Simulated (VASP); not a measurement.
# Sr (Fm-3m) in VASP: notebook, part 3 of 3

VASP 6.6.1.

## Step 6: Single point, LDA

This run uses another cell than the first one, of 59.70 Å³/atom, 1.039 times its volume.

File INCAR:

```
PREC = Accurate ; ENCUT = 520
EDIFF = 1E-6 ; ISMEAR = -1
SIGMA = 0.05 ; LREAL = F
LASPH = T ; NELM = 100
ALGO = Fast ; ISIF = 2
LWAVE = F ; LCHARG = T
GGA = CA ; LELF = T
LVHAR = T ; NBANDS = 11
```

File KPOINTS:

```
Automatic mesh
0
Gamma
  8 8 8
```

File POSCAR:

```
Sr
1.0
    0.0000000000      3.1020190703      3.1020190703
    3.1020190703      0.0000000000      3.1020190703
    3.1020190703      3.1020190703      0.0000000000
Sr
1
Direct
    0.0000000000      0.0000000000      0.0000000000
```

Potentials or basis: VASP PAW LDA potentials, release 64 (Sr_sv).

Run with:

```
cat potpaw_LDA.64/Sr_sv/POTCAR > POTCAR
mpirun -np 1 vasp_std > vasp.out
```

OUTCAR:

```text
PREC = Accurate
   ENCUT = 520
   EDIFF = 1E-6
   ISMEAR = -1
   LREAL = F
   LASPH = T
   NELM = 100
   ISIF = 2
   GGA = CA

 ion  position               nearest neighbor table
   1  0.000  0.000  0.000-

  LATTYP: Found a face centered cubic cell.
 ALAT       =     6.2040381406

  Lattice vectors:

 A1 = (   0.0000000000,   3.1020190703,   3.1020190703)
 A2 = (   3.1020190703,   0.0000000000,   3.1020190703)
 A3 = (   3.1020190703,   3.1020190703,   0.0000000000)

Analysis of symmetry for initial positions (statically):
=====================================================================
 Subroutine PRICEL returns:
 Original cell was already a primitive cell.

 Routine SETGRP: Setting up the symmetry group for a
 face centered cubic supercell.

 Subroutine GETGRP returns: Found 48 space group operations
 (whereof 48 operations were pure point group operations)
 out of a pool of 48 trial point group operations.

The static configuration has the point symmetry O_h .

Analysis of symmetry for dynamics (positions and initial velocities):
=====================================================================
 Subroutine PRICEL returns:
 Original cell was already a primitive cell.

 Routine SETGRP: Setting up the symmetry group for a
 face centered cubic supercell.

 Subroutine GETGRP returns: Found 48 space group operations
 (whereof 48 operations were pure point group operations)
 out of a pool of 48 trial point group operations.

The dynamic configuration has the point symmetry O_h .

 Subroutine INISYM returns: Found 48 space group operations
 (whereof 48 operations are pure point group operations),
 and found     1 'primitive' translations

----------------------------------------------------------------------------------------

                                     Primitive cell

  volume of cell :      59.6985

  direct lattice vectors                    reciprocal lattice vectors
     0.000000000  3.102019070  3.102019070    -0.161185340  0.161185340  0.161185340
     3.102019070  0.000000000  3.102019070     0.161185340 -0.161185340  0.161185340
     3.102019070  3.102019070  0.000000000     0.161185340  0.161185340 -0.161185340

  length of vectors
     4.386917440  4.386917440  4.386917440     0.279181199  0.279181199  0.279181199

  position of ions in fractional coordinates (direct lattice)
     0.000000000  0.000000000  0.000000000

  ion indices of the primitive-cell ions
   primitive index   ion index
                 1           1

----------------------------------------------------------------------------------------

 KPOINTS: Automatic mesh

Automatic generation of k-mesh.
 Grid dimensions read from file:
 generate k-points for:    8    8    8

 Generating k-lattice:

  Cartesian coordinates                     Fractional coordinates (reciprocal lattice)
    -0.020148168  0.020148168  0.020148168     0.125000000  0.000000000  0.000000000
     0.020148168 -0.020148168  0.020148168     0.000000000  0.125000000  0.000000000
     0.020148168  0.020148168 -0.020148168     0.000000000  0.000000000  0.125000000

  Length of vectors
     0.034897650  0.034897650  0.034897650

  Shift w.r.t. Gamma in fractional coordinates (k-lattice)
     0.000000000  0.000000000  0.000000000

 Subroutine IBZKPT returns following result:
 ===========================================

 Found     29 irreducible k-points:

 Following reciprocal coordinates:
            Coordinates               Weight
  0.000000  0.000000  0.000000      1.000000
  0.125000  0.000000  0.000000      8.000000
  0.250000  0.000000  0.000000      8.000000
  0.375000  0.000000  0.000000      8.000000
  0.500000  0.000000  0.000000      4.000000
  0.125000  0.125000  0.000000      6.000000
[... 16 lines left out ...]
  0.500000  0.250000  0.125000     48.000000
 -0.375000  0.250000  0.125000     24.000000
 [... further k-points ...]
   k-points           NKPTS =     29   k-points in BZ     NKDIM =     29   number of bands    NBANDS=     11
   number of dos      NEDOS =    301   number of ions     NIONS =      1
   total plane-waves  NPLWV =  46656
   dimension x,y,z NGX =    36 NGY =   36 NGZ =   36
   dimension x,y,z NGXF=    72 NGYF=   72 NGZF=   72
   ions per type =               1
   NGX,Y,Z   is equivalent  to a cutoff of  13.64, 13.64, 13.64 a.u.
   NGXF,Y,Z  is equivalent  to a cutoff of  27.29, 27.29, 27.29 a.u.
 SYSTEM =  unknown system
   PREC   = accura    normal or accurate (medium, high low for compatibility)
   ISTART =      0    job   : 0-new  1-cont  2-samecut
   ICHARG =      2    charge: 1-file 2-atom 10-const
   ISPIN  =      1    spin polarized calculation?
   LNONCOLLINEAR =      F non collinear calculations
   LSORBIT =      F    spin-orbit coupling
   LASPH  =      T    aspherical Exc in radial PAW
   ENCUT  =  520.0 eV  38.22 Ry    6.18 a.u.   8.16  8.16  8.16*2*pi/ulx,y,z
   NELM   =    100;   NELMIN=  2; NELMDL= -5     # of ELM steps
   EDIFF  = 0.1E-05   stopping-criterion for ELM
   LREAL  =      F    real-space projection
   EDIFFG = 0.1E-04   stopping-criterion for IOM
   NSW    =      0    number of steps for IOM
   IBRION =     -1    ionic relax: 0-MD 1-quasi-New 2-CG
   NFREE  =      0    steps in history (QN), initial steepest desc. (CG)
   ISIF   =      2    stress and relaxation
   ISYM   =      2    0-nonsym 1-usesym 2-fastsym
   POTIM  = 0.5000    time-step for ionic-motion
   TEBEG  =    0.0;   TEEND  =   0.0 temperature during run
   PSTRESS=    0.0 pullay stress
   NELECT =      10.0000    total number of electrons
   NUPDOWN=      -1.0000    fix difference up-down
   EMIN   =  10.00;   EMAX   =-10.00  energy-range for DOS
   EFERMI =   0.00;   METHOD = LEGACY
   ISMEAR =    -1;   SIGMA  =   0.05  broadening in eV -4-tet -1-fermi 0-gaus
   EFERMI_NEDOS =   21; number of points for ismear=-14 and -15
   IALGO  =     68    algorithm
   IMIX   =      4    mixing-type and parameters
     AMIX     =   0.40;   BMIX     =  1.00
     AMIX_MAG =   1.60;   BMIX_MAG =  1.00
  volume/ion in A,a.u.               =      59.70       402.87
  Fermi-wavevector in a.u.,A,eV,Ry     =   0.902444  1.705372 11.080661  0.814406
  Thomas-Fermi vector in A             =   2.025648
   LORBIT       =      0    0 simple, 1 ext, 2 COOP (PROOUT), +10 PAW based schemes
   GGA     = CA    functional components
   LHFCALC =     F    Hartree Fock is set to
   AEXX    =    0.0000 exact exchange contribution
   IVDW    =     0    specifies the selected vdW correction
   LEPSILON=     F    determine dielectric tensor
   LRPA    =     F    only Hartree local field effects (RPA)
 non-spin polarized calculation
 RMM-DIIS sequential band-by-band and
  energy-cutoff  :      520.00
  volume of cell :       59.70
 maximum number of plane-waves:      1639
 NGX is ok and might be reduce to    36
   NGX = 17   NGY = 17   NGZ = 17

 number of electron      10.0000000 magnetization

 Free energy of the ion-electron system (eV)
  ---------------------------------------------------
  ext. energy  EPLUGINS =         0.00000000
  ---------------------------------------------------
  free energy    TOTEN  =        -1.82404876 eV

  energy without entropy =       -1.81507770  energy(sigma->0) =       -1.81956323

 E-fermi :   1.1384     XC(G=0):  -7.3049

 val. band max:        1.0980795847   @ k =  -0.3750   0.3750   0.0000
 cond. band min:       1.1755516093   @ k =  -0.3750   0.2500   0.1250
 fundamental gap:      0.0774720246
 Fermi energy:         1.1383966535

 k-point     1 :       0.0000    0.0000    0.0000
  band No.  band energies     occupation
      1     -35.4750      2.00000
      2     -17.4692      2.00000
      3     -17.4692      2.00000
      4     -17.4692      2.00000
      5      -2.3824      2.00000
      6       3.2985      0.00000
      7       3.2985      0.00000
      8       3.2985      0.00000
      9       4.6206      0.00000
     10       4.6206      0.00000
     11       8.0855      0.00000

 k-point     2 :       0.1250    0.0000    0.0000
  band No.  band energies     occupation
      1     -35.4736      2.00000
      2     -17.4915      2.00000
      3     -17.4723      2.00000
      4     -17.4723      2.00000
      5      -2.1500      2.00000
      6       2.9797      0.00000
      7       3.3968      0.00000
      8       3.3968      0.00000
      9       4.5090      0.00000
     10       4.5090      0.00000
     11       8.5880      0.00000
[... 295 lines left out ...]
 k-point    24 :      -0.3750    0.2500    0.1250
  band No.  band energies     occupation
      1     -35.4637      2.00000
      2     -17.5978      2.00000
      3     -17.5289      2.00000
      4     -17.5026      2.00000
      5       0.6539      1.99988
      6       1.1756      0.64465
      7       2.4121      0.00000
      8       3.5894      0.00000
      9       5.0374      0.00000
     10       5.8241      0.00000
     11       5.8334      0.00000

 [... further k-points ...]
[... 5 lines left out ...]
  --------------------------------------------------------------------------------------
  -------------------------------------------------------------------------------------
  Total       -0.7520812     -0.7520812     -0.7520812     -0.0000000      0.0000000     -0.0000000
  in kB      -20.1842177    -20.1842177    -20.1842177     -0.0000000      0.0000000     -0.0000000
  external PRESSURE =     -20.1842177 kB  Pullay stress =       0.0000000 kB

 VOLUME and BASIS-vectors are now :
 -----------------------------------------------------------------------------
  energy-cutoff  :      520.00
  volume of cell :       59.70
      direct lattice vectors                 reciprocal lattice vectors
     0.000000000  3.102019070  3.102019070    -0.161185340  0.161185340  0.161185340
     3.102019070  0.000000000  3.102019070     0.161185340 -0.161185340  0.161185340
     3.102019070  3.102019070  0.000000000     0.161185340  0.161185340 -0.161185340

 POSITION                                       TOTAL-FORCE (eV/Angst)
 -----------------------------------------------------------------------------------
      0.00000      0.00000      0.00000        -0.000000     -0.000000     -0.000000
 -----------------------------------------------------------------------------------
    total drift:                               -0.000000     -0.000000     -0.000000

  FREE ENERGIE OF THE ION-ELECTRON SYSTEM (eV)
  ---------------------------------------------------
  free  energy   TOTEN  =        -1.8240487577 eV

  energy  without entropy=       -1.8150777040  energy(sigma->0) =       -1.81956323
```

OSZICAR:

```text
N       E                     dE             d eps       ncg     rms          rms(c)
DAV:   1     0.383694892429E+02    0.38369E+02   -0.46395E+03   638   0.771E+02
DAV:   2     0.159412664806E-01   -0.38354E+02   -0.37457E+02   755   0.153E+02
DAV:   3    -0.175183083042E+01   -0.17678E+01   -0.17376E+01   980   0.249E+01
DAV:   4    -0.182338270376E+01   -0.71552E-01   -0.71467E-01   830   0.469E+00
DAV:   5    -0.182454664278E+01   -0.11639E-02   -0.11639E-02   909   0.499E-01    0.103E+01
RMM:   6    -0.182444015091E+01    0.10649E-03   -0.58675E-03   673   0.956E-01    0.577E+00
RMM:   7    -0.182389178200E+01    0.54837E-03   -0.11103E-02   732   0.134E+00    0.293E-01
RMM:   8    -0.182394701064E+01   -0.55229E-04   -0.32867E-03   849   0.394E-01    0.608E-02
RMM:   9    -0.182402797742E+01   -0.80967E-04   -0.58646E-04   980   0.116E-01    0.619E-02
RMM:  10    -0.182404223306E+01   -0.14256E-04   -0.10521E-04   905   0.728E-02    0.135E-01
RMM:  11    -0.182404817695E+01   -0.59439E-05   -0.54574E-05   956   0.458E-02    0.114E-02
RMM:  12    -0.182404875773E+01   -0.58078E-06   -0.68062E-06   849   0.121E-02
   1 F= -.18240488E+01 E0= -.18195632E+01  d E =-.897105E-02
```

stdout:

```text
POSCAR found type information on POSCAR Sr
 POSCAR found :  1 types and       1 ions
 scaLAPACK will be used
 LDA part: xc-table for (Slater(with rela. corr.)+CA(PZ))
 , standard interpolation
 POSCAR, INCAR and KPOINTS ok, starting setup
 FFT: planning ... GRIDC
 FFT: planning ... GRID_SOFT
 FFT: planning ... GRID
 WAVECAR not read
 entering main loop
```

Wall time 22 s (1 thread of AMD EPYC 7R13 (Zen 3), shared host); peak memory 0.14 GiB.

Results:

| Quantity | Value |
| --- | --- |
| Free energy | -1.8240 eV |
| Pressure | -2.0 GPa |
| Band gap on the k mesh | zero (band 5 reaches 1.27 eV, above the bottom of band 6 at 1.18 eV) |

Levels at points of the mesh, in eV from the Fermi level:
| k point | band 3 | band 4 | band 5 | band 6 | band 7 | band 8 |
| --- | --- | --- | --- | --- | --- | --- |
| (0.00, 0.00, 0.00) | -18.61 | -18.61 | -3.52 | 2.16 | 2.16 | 2.16 |
| (0.50, 0.00, 0.00) | -18.63 | -18.63 | -1.12 | 0.06 | 2.03 | 2.03 |
| (0.50, 0.50, 0.00) | -18.66 | -18.66 | -0.57 | 0.36 | 0.95 | 4.43 |

## Step 7: The runs side by side

| level | potentials or basis | cell | gap on the mesh (eV) | pressure (GPa) |
| --- | --- | --- | --- | --- |
| LDA | VASP PAW LDA potentials, release 64 (Sr_sv) | a = 4.331 Å, angles 60.0°, 1 atom | none | -1.8 |
| PBEsol | VASP PAW PBE potentials, release 64 (Sr_sv) | a = 4.303 Å, angles 60.0°, 1 atom | none | -0.9 |
| PBEsol | VASP PAW PBE potentials, release 64 (Sr_sv) | a = 4.331 Å, angles 60.0°, 1 atom | none | -1.1 |
| LDA | VASP PAW LDA potentials, release 64 (Sr_sv) | a = 4.359 Å, angles 60.0°, 1 atom | none | -1.9 |
| LDA | VASP PAW LDA potentials, release 64 (Sr_sv) | a = 4.387 Å, angles 60.0°, 1 atom | none | -2.0 |

Alike in all rows: task single point; no spin polarisation; k mesh 8 × 8 × 8; cutoff (eV) 520; smearing fermi-dirac 0.05 eV.

Caveats: the PAW data sets were made with another functional, which shifts forces and pressure a little (some runs).

Absolute energies hang on the potentials; compare differences alone.
